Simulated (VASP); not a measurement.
A run of VASP 6.6.1 is set up as follows.

The input INCAR:

```
PREC = Accurate
ENCUT = 500
EDIFF = 1E-6
ISMEAR = 0
SIGMA = 0.05
LREAL = False
LASPH = True
NELM = 120
ALGO = Normal
ISIF = 2
LWAVE = False
LCHARG = True
GGA = PS
LELF = True
LVHAR = True
NBANDS = 18
GGA_COMPAT = False
```

The input KPOINTS:

```
Automatic mesh
0
Gamma
  10 10 10
```

File POSCAR:

```
InPd
1.0
    3.2523673137      0.0000000000      0.0000000000
    0.0000000000      3.2523673137      0.0000000000
    0.0000000000      0.0000000000      3.2523673137
In Pd
1 1
Direct
    0.0000000000      0.0000000000      0.0000000000
    0.5000000000      0.5000000000      0.5000000000
```

Potentials or basis: VASP PAW PBE potentials, release 64 (In_d, Pd).

Command:

```sh
$ cat potpaw_PBE.64/In_d/POTCAR potpaw_PBE.64/Pd/POTCAR > POTCAR
$ mpirun -np 1 vasp_std > vasp.out
```

Q: What does it give for the pressure?

A: -0.2 GPa.

Caveat: the PAW data sets were made with another functional, which shifts forces and pressure a little.
